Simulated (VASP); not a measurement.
# Cu (Fm-3m) in VASP: notebook

Runs on Cu. Level: PBE. Tasks: single point.

All numbers are computed with VASP 6.6.1; they aren't measurements. Logs are shortened: lines on timing, memory, paths and dates and some standing lists are left out, and cuts for length are marked.

### 1 The cell of the first run

Symmetry: Fm-3m, No. 225, cubic system. The conventional cell has a = 3.630 Å, b = 3.630 Å, c = 3.630 Å, α = 90.00°, β = 90.00°, γ = 90.00°. Cu (site symmetry m-3m) has 12 Cu at 2.57 Å within 3.4 Å.

### 2 Single point, PBE

INCAR reads:

```
SYSTEM = Cu
  PREC = Accurate
  ENCUT = 520
  EDIFF = 1E-7
  ISMEAR = -1
  SIGMA = 0.1
  LREAL = .False.
  LASPH = .True.
  NELM = 80
  ALGO = Normal
  ISIF = 2
  LWAVE = .False.
  LCHARG = .False.
  GGA = PE
  NBANDS = 18
```

KPOINTS reads:

```
Automatic mesh
0
Gamma
  14 14 10
  0 0 0
```

POSCAR reads:

```
Cu
1.0
    1.8147994277      1.8147994277      0.0000000000
   -1.8147994277      1.8147994277      0.0000000000
    0.0000000000      0.0000000000      3.6295988554
Cu
2
Direct
    0.0000000000      0.0000000000      0.0000000000
    0.5000000000      0.5000000000      0.5000000000
```

Potentials or basis: VASP PAW PBE potentials, release 64 (Cu).

Run with:

```bash
> cat potpaw_PBE.64/Cu/POTCAR > POTCAR
> mpirun -np 1 vasp_std > vasp.out
```

OUTCAR:

```text
SYSTEM = Cu
   PREC = Accurate
   ENCUT = 520
   EDIFF = 1E-7
   ISMEAR = -1
   LREAL = .False.
   LASPH = .True.
   NELM = 80
   ISIF = 2
   GGA = PE

 ion  position               nearest neighbor table
   1  0.000  0.000  0.000-   2 2.57   2 2.57   2 2.57   2 2.57   2 2.57   2 2.57   2 2.57   2 2.57

   2  0.500  0.500  0.500-   1 2.57   1 2.57   1 2.57   1 2.57   1 2.57   1 2.57   1 2.57   1 2.57

  LATTYP: Found a simple tetragonal cell.
 ALAT       =     2.5665139636
 C/A-ratio  =     1.4142135624

  Lattice vectors:

 A1 = (   1.8147994277,   1.8147994277,   0.0000000000)
 A2 = (  -1.8147994277,   1.8147994277,   0.0000000000)
 A3 = (   0.0000000000,   0.0000000000,   3.6295988554)

Analysis of symmetry for initial positions (statically):
=====================================================================
 Subroutine PRICEL returns following result:

  LATTYP: Found a face centered cubic cell.
 ALAT       =     3.6295988554

  Lattice vectors:

 A1 = (   0.0000000000,  -1.8147994277,  -1.8147994277)
 A2 = (   1.8147994277,   0.0000000000,  -1.8147994277)
 A3 = (   1.8147994277,  -1.8147994277,  -0.0000000000)

   2 primitive cells build up your supercell.

 Routine SETGRP: Setting up the symmetry group for a
 simple tetragonal supercell.

 Subroutine GETGRP returns: Found 16 space group operations
 (whereof 16 operations were pure point group operations)
 out of a pool of 16 trial point group operations.

The static configuration has the point symmetry D_4h.

Analysis of symmetry for dynamics (positions and initial velocities):
=====================================================================
 Subroutine PRICEL returns following result:

  LATTYP: Found a face centered cubic cell.
 ALAT       =     3.6295988554

  Lattice vectors:

 A1 = (   0.0000000000,  -1.8147994277,  -1.8147994277)
 A2 = (   1.8147994277,   0.0000000000,  -1.8147994277)
 A3 = (   1.8147994277,  -1.8147994277,  -0.0000000000)

   2 primitive cells build up your supercell.

 Routine SETGRP: Setting up the symmetry group for a
 simple tetragonal supercell.

 Subroutine GETGRP returns: Found 16 space group operations
 (whereof 16 operations were pure point group operations)
 out of a pool of 16 trial point group operations.

The dynamic configuration has the point symmetry D_4h.

 Subroutine INISYM returns: Found 16 space group operations
 (whereof 16 operations are pure point group operations),
 and found     2 'primitive' translations

[... 77 lines left out ...]
   dimension x,y,z NGX =    20 NGY =   20 NGZ =   28
   dimension x,y,z NGXF=    40 NGYF=   40 NGZF=   56
   ions per type =               2
   NGX,Y,Z   is equivalent  to a cutoff of  12.95, 12.95, 12.82 a.u.
   NGXF,Y,Z  is equivalent  to a cutoff of  25.91, 25.91, 25.65 a.u.
 SYSTEM =  Cu
   PREC   = accura    normal or accurate (medium, high low for compatibility)
   ISTART =      0    job   : 0-new  1-cont  2-samecut
   ICHARG =      2    charge: 1-file 2-atom 10-const
   ISPIN  =      1    spin polarized calculation?
   LNONCOLLINEAR =      F non collinear calculations
   LSORBIT =      F    spin-orbit coupling
   LASPH  =      T    aspherical Exc in radial PAW
   ENCUT  =  520.0 eV  38.22 Ry    6.18 a.u.   4.77  4.77  6.75*2*pi/ulx,y,z
   NELM   =     80;   NELMIN=  2; NELMDL= -5     # of ELM steps
   EDIFF  = 0.1E-06   stopping-criterion for ELM
   LREAL  =      F    real-space projection
   EDIFFG = 0.1E-05   stopping-criterion for IOM
   NSW    =      0    number of steps for IOM
   IBRION =     -1    ionic relax: 0-MD 1-quasi-New 2-CG
   NFREE  =      0    steps in history (QN), initial steepest desc. (CG)
   ISIF   =      2    stress and relaxation
   ISYM   =      2    0-nonsym 1-usesym 2-fastsym
   POTIM  = 0.5000    time-step for ionic-motion
   TEBEG  =    0.0;   TEEND  =   0.0 temperature during run
   PSTRESS=    0.0 pullay stress
   NELECT =      22.0000    total number of electrons
   NUPDOWN=      -1.0000    fix difference up-down
   EMIN   =  10.00;   EMAX   =-10.00  energy-range for DOS
   EFERMI =   0.00;   METHOD = LEGACY
   ISMEAR =    -1;   SIGMA  =   0.10  broadening in eV -4-tet -1-fermi 0-gaus
   EFERMI_NEDOS =   21; number of points for ismear=-14 and -15
   IALGO  =     38    algorithm
   IMIX   =      4    mixing-type and parameters
     AMIX     =   0.40;   BMIX     =  1.00
     AMIX_MAG =   1.60;   BMIX_MAG =  1.00
  volume/ion in A,a.u.               =      11.95        80.67
  Fermi-wavevector in a.u.,A,eV,Ry     =   1.592333  3.009072 34.497882  2.535523
  Thomas-Fermi vector in A             =   2.690734
   LORBIT       =      0    0 simple, 1 ext, 2 COOP (PROOUT), +10 PAW based schemes
   GGA     = PE    functional components
[... 5 lines left out ...]
 non-spin polarized calculation
  energy-cutoff  :      520.00
  volume of cell :       23.91
 maximum number of plane-waves:       664
 NGX is ok and might be reduce to    20
   NGX =  9   NGY =  9   NGZ = 13

 number of electron      21.9999947 magnetization

 Free energy of the ion-electron system (eV)
  ---------------------------------------------------
  ext. energy  EPLUGINS =         0.00000000
  ---------------------------------------------------
  free energy    TOTEN  =        -7.46553158 eV

  energy without entropy =       -7.44602539  energy(sigma->0) =       -7.45577848

 E-fermi :   7.4419     XC(G=0): -12.6561

 val. band max:        7.4203823972   @ k =   0.5000   0.1429   0.2000
 cond. band min:       7.4960434283   @ k =   0.0714   0.0714   0.2000
 fundamental gap:      0.0756610311
 Fermi energy:         7.4419449308

 k-point     1 :       0.0000    0.0000    0.0000
  band No.  band energies     occupation
      1      -1.8231      2.00000
      2       2.6261      2.00000
      3       3.0774      2.00000
      4       4.4436      2.00000
      5       4.4436      2.00000
      6       4.4444      2.00000
[... 481 lines left out ...]
      5       4.1007      2.00000
      6       4.6177      2.00000
[... 10 lines left out ...]
     17      22.0557      0.00000
     18      23.9804      0.00000

 [... further k-points ...]
[... 5 lines left out ...]
  --------------------------------------------------------------------------------------
  -------------------------------------------------------------------------------------
  Total        0.0952371      0.0952371      0.0645171      0.0000000     -0.0000000      0.0000000
  in kB        6.3822079      6.3822079      4.3235399      0.0000000     -0.0000000      0.0000000
  external PRESSURE =       5.6959852 kB  Pullay stress =       0.0000000 kB

 VOLUME and BASIS-vectors are now :
 -----------------------------------------------------------------------------
  energy-cutoff  :      520.00
  volume of cell :       23.91
      direct lattice vectors                 reciprocal lattice vectors
     1.814799428  1.814799428  0.000000000     0.275512540  0.275512540  0.000000000
    -1.814799428  1.814799428  0.000000000    -0.275512540  0.275512540  0.000000000
     0.000000000  0.000000000  3.629598855     0.000000000  0.000000000  0.275512540

 POSITION                                       TOTAL-FORCE (eV/Angst)
 -----------------------------------------------------------------------------------
      0.00000      0.00000      0.00000         0.000000     -0.000000      0.000000
      0.00000      1.81480      1.81480        -0.000000      0.000000     -0.000000
 -----------------------------------------------------------------------------------
    total drift:                               -0.000000      0.000000      0.000000

  FREE ENERGIE OF THE ION-ELECTRON SYSTEM (eV)
  ---------------------------------------------------
  free  energy   TOTEN  =        -7.4655315817 eV

  energy  without entropy=       -7.4460253865  energy(sigma->0) =       -7.45577848
```

Wall time 33 s (1 thread of AMD EPYC 9R45 (Zen 5), shared host); peak memory 0.16 GiB.

What came out:

```yaml
Free_energy: -7.4655 eV
Pressure: 0.6 GPa
Band_gap_on_the_k_mesh: zero (band 11 reaches 13.59 eV, above the bottom of band 12 at 5.52 eV)
```

### 3 Single point, PBE

INCAR reads:

```
  PREC = Accurate
  ENCUT = 520
  EDIFF = 1E-6
  ISMEAR = -1
  SIGMA = 0.1
  LREAL = F
  LASPH = T
  NELM = 60
  ALGO = Normal
  ISIF = 2
  LWAVE = F
  LCHARG = F
  GGA = PE
  NBANDS = 18
```

KPOINTS reads:

```
Automatic mesh
0
Gamma
  14 14 10
```

POSCAR is that of step 2.

Potentials or basis: VASP PAW PBE potentials, release 64 (Cu).

Run with:

```bash
> cat potpaw_PBE.64/Cu/POTCAR > POTCAR
> mpirun -np 1 vasp_std > vasp.out
```

OUTCAR:

```text
PREC = Accurate
   ENCUT = 520
   EDIFF = 1E-6
   ISMEAR = -1
   LREAL = F
   LASPH = T
   NELM = 60
   ISIF = 2
   GGA = PE

 ion  position               nearest neighbor table
   1  0.000  0.000  0.000-   2 2.57   2 2.57   2 2.57   2 2.57   2 2.57   2 2.57   2 2.57   2 2.57

   2  0.500  0.500  0.500-   1 2.57   1 2.57   1 2.57   1 2.57   1 2.57   1 2.57   1 2.57   1 2.57

  LATTYP: Found a simple tetragonal cell.
 ALAT       =     2.5665139636
 C/A-ratio  =     1.4142135624

  Lattice vectors:

 A1 = (   1.8147994277,   1.8147994277,   0.0000000000)
 A2 = (  -1.8147994277,   1.8147994277,   0.0000000000)
 A3 = (   0.0000000000,   0.0000000000,   3.6295988554)

Analysis of symmetry for initial positions (statically):
=====================================================================
 Subroutine PRICEL returns following result:

  LATTYP: Found a face centered cubic cell.
 ALAT       =     3.6295988554

  Lattice vectors:

 A1 = (   0.0000000000,  -1.8147994277,  -1.8147994277)
 A2 = (   1.8147994277,   0.0000000000,  -1.8147994277)
 A3 = (   1.8147994277,  -1.8147994277,  -0.0000000000)

   2 primitive cells build up your supercell.

 Routine SETGRP: Setting up the symmetry group for a
 simple tetragonal supercell.

 Subroutine GETGRP returns: Found 16 space group operations
 (whereof 16 operations were pure point group operations)
 out of a pool of 16 trial point group operations.

The static configuration has the point symmetry D_4h.

Analysis of symmetry for dynamics (positions and initial velocities):
=====================================================================
 Subroutine PRICEL returns following result:

  LATTYP: Found a face centered cubic cell.
 ALAT       =     3.6295988554

  Lattice vectors:

 A1 = (   0.0000000000,  -1.8147994277,  -1.8147994277)
 A2 = (   1.8147994277,   0.0000000000,  -1.8147994277)
 A3 = (   1.8147994277,  -1.8147994277,  -0.0000000000)

   2 primitive cells build up your supercell.

 Routine SETGRP: Setting up the symmetry group for a
 simple tetragonal supercell.

 Subroutine GETGRP returns: Found 16 space group operations
 (whereof 16 operations were pure point group operations)
 out of a pool of 16 trial point group operations.

The dynamic configuration has the point symmetry D_4h.

 Subroutine INISYM returns: Found 16 space group operations
 (whereof 16 operations are pure point group operations),
 and found     2 'primitive' translations

----------------------------------------------------------------------------------------

                                     Primitive cell

  volume of cell :      11.9541

  direct lattice vectors                    reciprocal lattice vectors
     0.000000000 -1.814799428 -1.814799428    -0.275512540 -0.275512540 -0.275512540
     1.814799428  0.000000000 -1.814799428     0.275512540  0.275512540 -0.275512540
     1.814799428 -1.814799428 -0.000000000     0.275512540 -0.275512540  0.275512540

  length of vectors
     2.566513964  2.566513964  2.566513964     0.477201717  0.477201717  0.477201717

  position of ions in fractional coordinates (direct lattice)
     0.000000000  0.000000000  0.000000000

  ion indices of the primitive-cell ions
   primitive index   ion index
                 1           1

----------------------------------------------------------------------------------------

 KPOINTS: Automatic mesh

Automatic generation of k-mesh.
 Grid dimensions read from file:
 generate k-points for:   14   14   10

 Generating k-lattice:

  Cartesian coordinates                     Fractional coordinates (reciprocal lattice)
     0.019679467  0.019679467  0.000000000     0.071428571  0.000000000  0.000000000
    -0.019679467  0.019679467  0.000000000     0.000000000  0.071428571  0.000000000
     0.000000000  0.000000000  0.027551254     0.000000000  0.000000000  0.100000000

  Length of vectors
     0.027830969  0.027830969  0.027551254

  Shift w.r.t. Gamma in fractional coordinates (k-lattice)
     0.000000000  0.000000000  0.000000000

 Subroutine IBZKPT returns following result:
 ===========================================

 Found    216 irreducible k-points:

 Following reciprocal coordinates:
            Coordinates               Weight
  0.000000  0.000000  0.000000      1.000000
  0.071429  0.000000  0.000000      4.000000
  0.142857  0.000000  0.000000      4.000000
  0.214286  0.000000  0.000000      4.000000
  0.285714  0.000000  0.000000      4.000000
  0.357143  0.000000  0.000000      4.000000
[... 16 lines left out ...]
  0.285714  0.214286  0.000000      8.000000
  0.357143  0.214286  0.000000      8.000000
 [... further k-points ...]
   k-points           NKPTS =    216   k-points in BZ     NKDIM =    216   number of bands    NBANDS=     18
   number of dos      NEDOS =    301   number of ions     NIONS =      2
   total plane-waves  NPLWV =  11200
   dimension x,y,z NGX =    20 NGY =   20 NGZ =   28
   dimension x,y,z NGXF=    40 NGYF=   40 NGZF=   56
   ions per type =               2
   NGX,Y,Z   is equivalent  to a cutoff of  12.95, 12.95, 12.82 a.u.
   NGXF,Y,Z  is equivalent  to a cutoff of  25.91, 25.91, 25.65 a.u.
 SYSTEM =  unknown system
   PREC   = accura    normal or accurate (medium, high low for compatibility)
   ISTART =      0    job   : 0-new  1-cont  2-samecut
   ICHARG =      2    charge: 1-file 2-atom 10-const
   ISPIN  =      1    spin polarized calculation?
   LNONCOLLINEAR =      F non collinear calculations
   LSORBIT =      F    spin-orbit coupling
   LASPH  =      T    aspherical Exc in radial PAW
   ENCUT  =  520.0 eV  38.22 Ry    6.18 a.u.   4.77  4.77  6.75*2*pi/ulx,y,z
   NELM   =     60;   NELMIN=  2; NELMDL= -5     # of ELM steps
   EDIFF  = 0.1E-05   stopping-criterion for ELM
   LREAL  =      F    real-space projection
   EDIFFG = 0.1E-04   stopping-criterion for IOM
   NSW    =      0    number of steps for IOM
   IBRION =     -1    ionic relax: 0-MD 1-quasi-New 2-CG
   NFREE  =      0    steps in history (QN), initial steepest desc. (CG)
   ISIF   =      2    stress and relaxation
   ISYM   =      2    0-nonsym 1-usesym 2-fastsym
   POTIM  = 0.5000    time-step for ionic-motion
   TEBEG  =    0.0;   TEEND  =   0.0 temperature during run
   PSTRESS=    0.0 pullay stress
   NELECT =      22.0000    total number of electrons
   NUPDOWN=      -1.0000    fix difference up-down
   EMIN   =  10.00;   EMAX   =-10.00  energy-range for DOS
   EFERMI =   0.00;   METHOD = LEGACY
   ISMEAR =    -1;   SIGMA  =   0.10  broadening in eV -4-tet -1-fermi 0-gaus
   EFERMI_NEDOS =   21; number of points for ismear=-14 and -15
   IALGO  =     38    algorithm
   IMIX   =      4    mixing-type and parameters
     AMIX     =   0.40;   BMIX     =  1.00
     AMIX_MAG =   1.60;   BMIX_MAG =  1.00
  volume/ion in A,a.u.               =      11.95        80.67
  Fermi-wavevector in a.u.,A,eV,Ry     =   1.592333  3.009072 34.497882  2.535523
  Thomas-Fermi vector in A             =   2.690734
   LORBIT       =      0    0 simple, 1 ext, 2 COOP (PROOUT), +10 PAW based schemes
   GGA     = PE    functional components
[... 5 lines left out ...]
 non-spin polarized calculation
  energy-cutoff  :      520.00
  volume of cell :       23.91
 maximum number of plane-waves:       664
 NGX is ok and might be reduce to    20
   NGX =  9   NGY =  9   NGZ = 13

 number of electron      21.9999947 magnetization

 Free energy of the ion-electron system (eV)
  ---------------------------------------------------
  ext. energy  EPLUGINS =         0.00000000
  ---------------------------------------------------
  free energy    TOTEN  =        -7.46553165 eV

  energy without entropy =       -7.44602659  energy(sigma->0) =       -7.45577912

 E-fermi :   7.4417     XC(G=0): -12.6561

 val. band max:        7.4201259447   @ k =   0.5000   0.1429   0.2000
 cond. band min:       7.4958585001   @ k =   0.0714   0.0714   0.2000
 fundamental gap:      0.0757325555
 Fermi energy:         7.4417038012

 k-point     1 :       0.0000    0.0000    0.0000
  band No.  band energies     occupation
      1      -1.8231      2.00000
      2       2.6259      2.00000
      3       3.0771      2.00000
      4       4.4433      2.00000
      5       4.4433      2.00000
      6       4.4440      2.00000
[... 10 lines left out ...]
     17      27.4959      0.00000
     18      29.9339      0.00000
[... 463 lines left out ...]
 k-point    24 :       0.3571    0.2143    0.0000
  band No.  band energies     occupation
      1       1.7416      2.00000
      2       3.3688      2.00000
      3       3.6270      2.00000
      4       3.7375      2.00000
      5       4.1004      2.00000
      6       4.6174      2.00000
[... 10 lines left out ...]
     17      22.0555      0.00000
     18      23.9803      0.00000

 [... further k-points ...]
[... 5 lines left out ...]
  --------------------------------------------------------------------------------------
  -------------------------------------------------------------------------------------
  Total        0.1352854      0.1352854      0.1046777      0.0000000      0.0000000     -0.0000000
  in kB        9.0659999      9.0659999      7.0148566      0.0000000      0.0000000     -0.0000000
  external PRESSURE =       8.3822855 kB  Pullay stress =       0.0000000 kB

 VOLUME and BASIS-vectors are now :
 -----------------------------------------------------------------------------
  energy-cutoff  :      520.00
  volume of cell :       23.91
      direct lattice vectors                 reciprocal lattice vectors
     1.814799428  1.814799428  0.000000000     0.275512540  0.275512540  0.000000000
    -1.814799428  1.814799428  0.000000000    -0.275512540  0.275512540  0.000000000
     0.000000000  0.000000000  3.629598855     0.000000000  0.000000000  0.275512540

 POSITION                                       TOTAL-FORCE (eV/Angst)
 -----------------------------------------------------------------------------------
      0.00000      0.00000      0.00000         0.000000     -0.000000     -0.000000
      0.00000      1.81480      1.81480        -0.000000      0.000000      0.000000
 -----------------------------------------------------------------------------------
    total drift:                               -0.000000      0.000000      0.000000

  FREE ENERGIE OF THE ION-ELECTRON SYSTEM (eV)
  ---------------------------------------------------
  free  energy   TOTEN  =        -7.4655316536 eV

  energy  without entropy=       -7.4460265926  energy(sigma->0) =       -7.45577912
```

stdout:

```text
POSCAR found type information on POSCAR Cu
 POSCAR found :  1 types and       2 ions
 scaLAPACK will be used
 LDA part: xc-table for (Slater+PW92), standard interpolation
 POSCAR, INCAR and KPOINTS ok, starting setup
 FFT: planning ... GRIDC
 FFT: planning ... GRID_SOFT
 FFT: planning ... GRID
 WAVECAR not read
 entering main loop
```

Run time: 30 s. Hardware: 1 thread of AMD EPYC 9R45 (Zen 5), shared host; peak memory 0.16 GiB.

Results:

* Free energy: -7.4655 eV
* Pressure: 0.8 GPa
* Band gap on the k mesh: zero (band 11 reaches 13.59 eV, above the bottom of band 12 at 5.52 eV)

Levels at points of the mesh, in eV from the Fermi level:
```csv
k point,band 7,band 8,band 9,band 10,band 11,band 12,band 13,band 14,band 15,band 16
"(0.00, 0.00, 0.00)",-2.19,-2.19,-1.65,-1.49,-1.49,1.50,7.02,12.98,12.98,17.45
"(0.50, 0.00, 0.00)",-2.51,-2.51,-2.19,-2.19,-0.32,-0.32,9.63,9.63,10.80,10.80
"(0.50, 0.50, 0.00)",-1.49,-1.49,-1.49,-1.49,1.50,1.50,7.02,7.02,12.98,12.98
"(0.00, 0.00, 0.50)",-2.35,-2.35,-2.35,-2.35,-1.93,-1.93,16.96,16.96,16.96,16.96
"(0.50, 0.00, 0.50)",-1.63,-1.63,-1.63,-1.63,-0.97,-0.97,3.69,3.69,20.99,20.99
"(0.50, 0.50, 0.50)",-2.23,-2.23,-1.49,-1.49,6.15,6.15,6.15,6.15,8.24,8.24
```
